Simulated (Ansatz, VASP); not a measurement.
Mg2CdTe3: VASP beside Ansatz

```xyz
6
Lattice="4.6197 0.0000 0.0000 -2.3099 4.0008 0.0000 0.0000 0.0000 11.2853" Properties=species:S:1:pos:R:3 pbc="T T T"
Mg    0.0000    0.0000   -0.0071
Mg    0.0000    2.6672    7.5527
Cd    2.3099    1.3336    3.7459
Te    2.3099    1.3336    0.8943
Te    0.0000    2.6672    4.7446
Te    0.0000    0.0000    8.4615
```

Alike in both runs: functional PBE; k mesh 6 × 6 × 2; occupations gaussian, width 0.1 eV; no spin polarisation.

Ansatz relaxed the structure, and its values are those at the end. VASP's run is a single point on that final structure, the one shown.

```csv
,VASP,Ansatz
version,VASP 6.6.1,Ansatz 0.2.0
potentials or method,"VASP PAW PBE potentials, release 64 (Mg, Cd, Te), cutoff 520 eV","scalar-relativistic, plane waves, PAW"
valence electrons in the cell,34,88
```

```tsv
	VASP	Ansatz	Ansatz less VASP
gap on the k mesh at the Fermi level (eV)	1.48	1.49	+0.005
least direct gap on the mesh (eV)	1.48	1.49	+0.005
pressure (GPa)	0.3	0.3	-0.03
rms of the force components (eV/Å)	0.009	0.006	-0.0026
```

With one functional, cell and mesh, what is left measures potentials, basis and numerics. VASP's potentials hold 34 valence electrons a cell and Ansatz's 88, so a difference there can come from the potentials and not from the codes.

Neither program's run includes spin-orbit coupling.
